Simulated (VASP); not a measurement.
# Zr2N (P4_2/mnm) in VASP: single point with r2SCAN

Aim: the single point of Zr2N with r2SCAN.

Everything below comes from runs of VASP 6.6.1. Logs are shortened: lines on timing, memory, paths and dates and some standing lists are left out, and cuts for length are marked.

## 1. The cell of the first run

The structure is tetragonal, space group P4_2/mnm (No. 136). Conventional cell: a = 5.421 Å, b = 5.421 Å, c = 3.306 Å, α = 90.00°, β = 90.00°, γ = 90.00°. Zr (site symmetry m2m) has 3 N at 2.27 Å within 3.0 Å. N (site symmetry mmm) has 6 Zr at 2.27 Å within 3.0 Å.

## 2. Single point, r2SCAN

The input, POSCAR:

```
Zr2N
1.0
    5.4214205503      0.0000000000      0.0000000000
    0.0000000000      5.4214205503      0.0000000000
    0.0000000000      0.0000000000      3.3057709620
Zr N
4 2
Direct
    0.2962251414      0.2962251414      0.0000000000
    0.7037748586      0.7037748586      0.0000000000
    0.7962251414      0.2037748586      0.5000000000
    0.2037748586      0.7962251414      0.5000000000
    0.0000000000      0.0000000000      0.0000000000
    0.5000000000      0.5000000000      0.5000000000
```

The input, INCAR.step1:

```
ALGO     = Normal         # electronic algorithm
EDIFF    = 1E-4           # SCF threshold, eV
ENCUT    = 520            # plane-wave cutoff, eV
GGA      = PE             # functional
ISMEAR   = 0              # smearing method
LASPH    = True           # aspherical terms in the spheres
LCHARG   = False          # write CHGCAR
LREAL    = False          # projectors in reciprocal space
LWAVE    = True           # write WAVECAR
NBANDS   = 38             # bands
NELM     = 80             # most SCF steps
PREC     = Accurate       # precision mode
SIGMA    = 0.1            # smearing width, eV
```

The input, INCAR.step2:

```
ALGO     = Normal         # electronic algorithm
EDIFF    = 1E-6           # SCF threshold, eV
ENCUT    = 520            # plane-wave cutoff, eV
ISIF     = 2              # what is computed and relaxed
ISMEAR   = 0              # smearing method
ISTART   = 1            
LASPH    = True           # aspherical terms in the spheres
LCHARG   = True           # write CHGCAR
LELF     = True           # ELF
LMIXTAU  = True         
LREAL    = False          # projectors in reciprocal space
LVHAR    = True         
LWAVE    = False          # write WAVECAR
METAGGA  = R2SCAN         # meta-GGA
NBANDS   = 38             # bands
NELM     = 80             # most SCF steps
PREC     = Accurate       # precision mode
SIGMA    = 0.1            # smearing width, eV
```

The input, KPOINTS:

```
k-points
0
Gamma
  8 8 12
```

Potentials or basis: VASP PAW PBE potentials, release 64 (Zr_sv, N).

Command:

```console
$ cat potpaw_PBE.64/Zr_sv/POTCAR potpaw_PBE.64/N/POTCAR > POTCAR
$ cp INCAR.step1 INCAR
$ mpirun -np 1 vasp_std > vasp.out
$ cp INCAR.step2 INCAR
$ mpirun -np 1 vasp_std > vasp.out
```

OUTCAR:

```text
EDIFF = 1E-6
   ENCUT = 520
   ISIF = 2
   ISMEAR = 0
   ISTART = 1
   LASPH = True
   LREAL = False
   METAGGA = R2SCAN
   NELM = 80
   PREC = Accurate

 ion  position               nearest neighbor table
   1  0.296  0.296  0.000-   5 2.27   6 2.27   6 2.27   2 3.12   4 3.21   3 3.21   4 3.21   3 3.21
                             4 3.21   4 3.21   3 3.21   3 3.21   2 3.90   2 3.90
   2  0.704  0.704  0.000-   5 2.27   6 2.27   6 2.27   1 3.12   4 3.21   3 3.21   4 3.21   3 3.21
                             3 3.21   3 3.21   4 3.21   4 3.21   1 3.90   1 3.90
   3  0.796  0.204  0.500-   6 2.27   5 2.27   5 2.27   4 3.12   1 3.21   1 3.21   2 3.21   2 3.21
                             2 3.21   2 3.21   1 3.21   1 3.21   4 3.90   4 3.90
   4  0.204  0.796  0.500-   6 2.27   5 2.27   5 2.27   3 3.12   1 3.21   1 3.21   2 3.21   2 3.21
                             1 3.21   1 3.21   2 3.21   2 3.21   3 3.90   3 3.90
   5  0.000  0.000  0.000-   1 2.27   2 2.27   3 2.27   4 2.27   3 2.27   4 2.27
   6  0.500  0.500  0.500-   3 2.27   4 2.27   1 2.27   2 2.27   1 2.27   2 2.27

  LATTYP: Found a simple tetragonal cell.
 ALAT       =     5.4214205503
 C/A-ratio  =     0.6097610269

  Lattice vectors:

 A1 = (   5.4214205503,   0.0000000000,   0.0000000000)
 A2 = (   0.0000000000,   5.4214205503,   0.0000000000)
 A3 = (   0.0000000000,   0.0000000000,   3.3057709620)

Analysis of symmetry for initial positions (statically):
=====================================================================
 Subroutine PRICEL returns:
 Original cell was already a primitive cell.

 Routine SETGRP: Setting up the symmetry group for a
 simple tetragonal supercell.

 Subroutine GETGRP returns: Found 16 space group operations
 (whereof  8 operations were pure point group operations)
 out of a pool of 16 trial point group operations.

The static configuration has the point symmetry D_2h.
 The point group associated with its full space group is D_4h.

Analysis of symmetry for dynamics (positions and initial velocities):
=====================================================================
 Subroutine PRICEL returns:
 Original cell was already a primitive cell.

 Routine SETGRP: Setting up the symmetry group for a
 simple tetragonal supercell.

 Subroutine GETGRP returns: Found 16 space group operations
 (whereof  8 operations were pure point group operations)
 out of a pool of 16 trial point group operations.

The dynamic configuration has the point symmetry D_2h.
 The point group associated with its full space group is D_4h.

 Subroutine INISYM returns: Found 16 space group operations
 (whereof  8 operations are pure point group operations),
 and found     1 'primitive' translations

----------------------------------------------------------------------------------------

                                     Primitive cell

  volume of cell :      97.1626

  direct lattice vectors                    reciprocal lattice vectors
     5.421420550  0.000000000  0.000000000     0.184453501  0.000000000  0.000000000
     0.000000000  5.421420550  0.000000000     0.000000000  0.184453501  0.000000000
     0.000000000  0.000000000  3.305770962     0.000000000  0.000000000  0.302501296

  length of vectors
     5.421420550  5.421420550  3.305770962     0.184453501  0.184453501  0.302501296

  position of ions in fractional coordinates (direct lattice)
     0.296225141  0.296225141  0.000000000
     0.703774859  0.703774859  0.000000000
     0.796225141  0.203774859  0.500000000
     0.203774859  0.796225141  0.500000000
     0.000000000  0.000000000  0.000000000
     0.500000000  0.500000000  0.500000000

  ion indices of the primitive-cell ions
   primitive index   ion index
                 1           1
                 2           2
                 3           3
                 4           4
                 5           5
                 6           6

----------------------------------------------------------------------------------------

 KPOINTS: k-points

Automatic generation of k-mesh.
 Grid dimensions read from file:
 generate k-points for:    8    8   12

 Generating k-lattice:

  Cartesian coordinates                     Fractional coordinates (reciprocal lattice)
     0.023056688  0.000000000  0.000000000     0.125000000  0.000000000  0.000000000
     0.000000000  0.023056688  0.000000000     0.000000000  0.125000000  0.000000000
     0.000000000  0.000000000  0.025208441     0.000000000  0.000000000  0.083333333

  Length of vectors
     0.023056688  0.023056688  0.025208441

  Shift w.r.t. Gamma in fractional coordinates (k-lattice)
     0.000000000  0.000000000  0.000000000

 Subroutine IBZKPT returns following result:
 ===========================================

 Found    105 irreducible k-points:

 Following reciprocal coordinates:
            Coordinates               Weight
  0.000000  0.000000  0.000000      1.000000
  0.125000  0.000000  0.000000      4.000000
  0.250000  0.000000  0.000000      4.000000
  0.375000  0.000000  0.000000      4.000000
  0.500000  0.000000  0.000000      2.000000
  0.125000  0.125000  0.000000      4.000000
[... 16 lines left out ...]
  0.375000  0.125000  0.083333     16.000000
  0.500000  0.125000  0.083333      8.000000
 [... further k-points ...]
   k-points           NKPTS =    105   k-points in BZ     NKDIM =    105   number of bands    NBANDS=     38
   number of dos      NEDOS =    301   number of ions     NIONS =      6
   total plane-waves  NPLWV =  44800
   dimension x,y,z NGX =    40 NGY =   40 NGZ =   28
   dimension x,y,z NGXF=    80 NGYF=   80 NGZF=   56
   ions per type =               4   2
   NGX,Y,Z   is equivalent  to a cutoff of  12.27, 12.27, 14.08 a.u.
   NGXF,Y,Z  is equivalent  to a cutoff of  24.53, 24.53, 28.16 a.u.
 SYSTEM =  unknown system
   PREC   = accura    normal or accurate (medium, high low for compatibility)
   ISTART =      1    job   : 0-new  1-cont  2-samecut
   ICHARG =      0    charge: 1-file 2-atom 10-const
   ISPIN  =      1    spin polarized calculation?
   LNONCOLLINEAR =      F non collinear calculations
   LSORBIT =      F    spin-orbit coupling
   LASPH  =      T    aspherical Exc in radial PAW
   ENCUT  =  520.0 eV  38.22 Ry    6.18 a.u.  10.08 10.08  6.15*2*pi/ulx,y,z
   NELM   =     80;   NELMIN=  2; NELMDL=  0     # of ELM steps
   EDIFF  = 0.1E-05   stopping-criterion for ELM
   LREAL  =      F    real-space projection
   EDIFFG = 0.1E-04   stopping-criterion for IOM
   NSW    =      0    number of steps for IOM
   IBRION =     -1    ionic relax: 0-MD 1-quasi-New 2-CG
   NFREE  =      0    steps in history (QN), initial steepest desc. (CG)
   ISIF   =      2    stress and relaxation
   ISYM   =      2    0-nonsym 1-usesym 2-fastsym
   POTIM  = 0.5000    time-step for ionic-motion
   TEBEG  =    0.0;   TEEND  =   0.0 temperature during run
   PSTRESS=    0.0 pullay stress
   NELECT =      58.0000    total number of electrons
   NUPDOWN=      -1.0000    fix difference up-down
   EMIN   =  10.00;   EMAX   =-10.00  energy-range for DOS
   EFERMI =   0.00;   METHOD = LEGACY
   ISMEAR =     0;   SIGMA  =   0.10  broadening in eV -4-tet -1-fermi 0-gaus
   EFERMI_NEDOS =   21; number of points for ismear=-14 and -15
   IALGO  =     38    algorithm
   IMIX   =      4    mixing-type and parameters
     AMIX     =   0.40;   BMIX     =  1.00
     AMIX_MAG =   1.60;   BMIX_MAG =  1.00
  volume/ion in A,a.u.               =      16.19       109.28
  Fermi-wavevector in a.u.,A,eV,Ry     =   1.378429  2.604854 25.851987  1.900067
  Thomas-Fermi vector in A             =   2.503492
   LORBIT       =      0    0 simple, 1 ext, 2 COOP (PROOUT), +10 PAW based schemes
   METAGGA = R2SCAN    functional components
   LHFCALC =     F    Hartree Fock is set to
   AEXX    =    0.0000 exact exchange contribution
   IVDW    =     0    specifies the selected vdW correction
   LEPSILON=     F    determine dielectric tensor
   LRPA    =     F    only Hartree local field effects (RPA)
 non-spin polarized calculation
 Gauss-broadening in eV      SIGMA  =   0.10
  energy-cutoff  :      520.00
  volume of cell :       97.16
 maximum number of plane-waves:      2644
   NGX = 21   NGY = 21   NGZ = 13

 number of electron      58.0000002 magnetization

 Free energy of the ion-electron system (eV)
  ---------------------------------------------------
  ext. energy  EPLUGINS =         0.00000000
  ---------------------------------------------------
  free energy    TOTEN  =      -117.74512995 eV

  energy without entropy =     -117.73209690  energy(sigma->0) =     -117.73861342

 E-fermi :   9.7382     XC(G=0): -12.5329

 val. band max:        9.7184310475   @ k =   0.3750   0.0000   0.2500
 cond. band min:       9.7437332588   @ k =   0.2500   0.2500   0.2500
 fundamental gap:      0.0253022113
 Fermi energy:         9.7381818396

 k-point     1 :       0.0000    0.0000    0.0000
  band No.  band energies     occupation
      1     -40.7552      2.00000
      2     -40.6116      2.00000
      3     -40.6116      2.00000
      4     -40.5518      2.00000
      5     -18.9699      2.00000
      6     -18.3877      2.00000
[... 30 lines left out ...]
     37      12.7155      0.00000
     38      12.7331      0.00000

 k-point     2 :       0.1250    0.0000    0.0000
  band No.  band energies     occupation
      1     -40.7501      2.00000
      2     -40.6180      2.00000
      3     -40.6090      2.00000
      4     -40.5532      2.00000
      5     -18.9428      2.00000
      6     -18.3786      2.00000
[... 30 lines left out ...]
     37      12.7236      0.00000
     38      13.0621      0.00000

 k-point     3 :       0.2500    0.0000    0.0000
  band No.  band energies     occupation
      1     -40.7357      2.00000
      2     -40.6353      2.00000
      3     -40.6016      2.00000
      4     -40.5582      2.00000
      5     -18.8668      2.00000
      6     -18.3976      2.00000
[... 30 lines left out ...]
     37      12.7048      0.00000
     38      13.4764      0.00000

 k-point     4 :       0.3750    0.0000    0.0000
  band No.  band energies     occupation
      1     -40.7138      2.00000
      2     -40.6598      2.00000
      3     -40.5907      2.00000
      4     -40.5669      2.00000
      5     -18.7569      2.00000
      6     -18.5076      2.00000
[... 30 lines left out ...]
     37      13.0340      0.00000
     38      13.5399      0.00000
[... 703 lines left out ...]
      4     -40.5607      2.00000
      5     -18.8237      2.00000
      6     -18.3791      2.00000
[... 30 lines left out ...]
     37      13.0296      0.00000
     38      13.8651      0.00000

 k-point    23 :       0.3750    0.1250    0.0833
  band No.  band energies     occupation
      1     -40.7048      2.00000
      2     -40.6534      2.00000
      3     -40.5935      2.00000
      4     -40.5696      2.00000
      5     -18.7178      2.00000
      6     -18.4800      2.00000
[... 30 lines left out ...]
     37      13.2501      0.00000
     38      13.7960      0.00000

 k-point    24 :       0.5000    0.1250    0.0833
  band No.  band energies     occupation
      1     -40.6796      2.00000
      2     -40.6796      2.00000
      3     -40.5812      2.00000
      4     -40.5812      2.00000
      5     -18.5977      2.00000
      6     -18.5977      2.00000
[... 30 lines left out ...]
     37      13.3218      0.00000
     38      13.3218      0.00000

 [... further k-points ...]
[... 5 lines left out ...]
  --------------------------------------------------------------------------------------
  -------------------------------------------------------------------------------------
  Total       -0.3477817     -0.3477817     -0.2356787      0.0000000      0.0000000      0.0000000
  in kB       -5.7348013     -5.7348013     -3.8862605      0.0000000      0.0000000      0.0000000
  external PRESSURE =      -5.1186210 kB  Pullay stress =       0.0000000 kB

 VOLUME and BASIS-vectors are now :
 -----------------------------------------------------------------------------
  energy-cutoff  :      520.00
  volume of cell :       97.16
      direct lattice vectors                 reciprocal lattice vectors
     5.421420550  0.000000000  0.000000000     0.184453501  0.000000000  0.000000000
     0.000000000  5.421420550  0.000000000     0.000000000  0.184453501  0.000000000
     0.000000000  0.000000000  3.305770962     0.000000000  0.000000000  0.302501296

 POSITION                                       TOTAL-FORCE (eV/Angst)
 -----------------------------------------------------------------------------------
      1.60596      1.60596      0.00000         0.023236      0.023236      0.000000
      3.81546      3.81546      0.00000        -0.023236     -0.023236     -0.000000
      4.31667      1.10475      1.65289         0.023236     -0.023236     -0.000000
      1.10475      4.31667      1.65289        -0.023236      0.023236      0.000000
      0.00000      0.00000      0.00000         0.000000     -0.000000      0.000000
      2.71071      2.71071      1.65289         0.000000     -0.000000      0.000000
 -----------------------------------------------------------------------------------
    total drift:                                0.000000      0.000000      0.000000

  FREE ENERGIE OF THE ION-ELECTRON SYSTEM (eV)
  ---------------------------------------------------
  free  energy   TOTEN  =      -117.7451299511 eV

  energy  without entropy=     -117.7320968985  energy(sigma->0) =     -117.73861342
```

Run time: 34 min. Hardware: 1 thread of Intel Xeon 8259CL, shared host; peak memory 0.39 GiB.

Results:

```
Free energy            : -117.7451 eV
Pressure               : -0.5 GPa
Largest force          : 0.033 eV/Å
Band gap on the k mesh : zero (bands 29 and 30 overlap by 2.62 eV)
```

Forces on the atoms (eV/Å):
```
Zr   0.023  0.023  0.000
Zr  -0.023 -0.023  0.000
Zr   0.023 -0.023  0.000
Zr  -0.023  0.023  0.000
N    0.000  0.000  0.000
N    0.000  0.000  0.000
```

Levels at points of the mesh, in eV from the Fermi level:
| k point | band 25 | band 26 | band 27 | band 28 | band 29 | band 30 | band 31 | band 32 | band 33 | band 34 |
| --- | --- | --- | --- | --- | --- | --- | --- | --- | --- | --- |
| (0.00, 0.00, 0.00) | -3.53 | -2.04 | 0.08 | 0.75 | 0.89 | 1.03 | 1.03 | 1.46 | 1.58 | 1.58 |
| (0.50, 0.00, 0.00) | -2.17 | -2.17 | -1.03 | -1.03 | 1.45 | 1.45 | 1.65 | 1.65 | 1.85 | 1.85 |
| (0.50, 0.50, 0.00) | -1.67 | -1.67 | -1.09 | -1.09 | 0.91 | 0.91 | 1.46 | 1.46 | 1.78 | 1.78 |
| (0.00, 0.00, 0.50) | -1.32 | -1.32 | -1.18 | -1.18 | -1.16 | -1.16 | 2.01 | 2.01 | 3.24 | 3.24 |
| (0.50, 0.00, 0.50) | -1.79 | -1.79 | -0.99 | -0.99 | -0.88 | -0.88 | 1.57 | 1.57 | 3.49 | 3.49 |
| (0.50, 0.50, 0.50) | -1.64 | -1.64 | -0.81 | -0.81 | -0.39 | -0.39 | 1.17 | 1.17 | 2.66 | 2.66 |

Caveat: the PAW data sets were made with another functional, which shifts forces and pressure a little.

The gap in the log of VASP goes by the Fermi energy; the results here count the filled bands.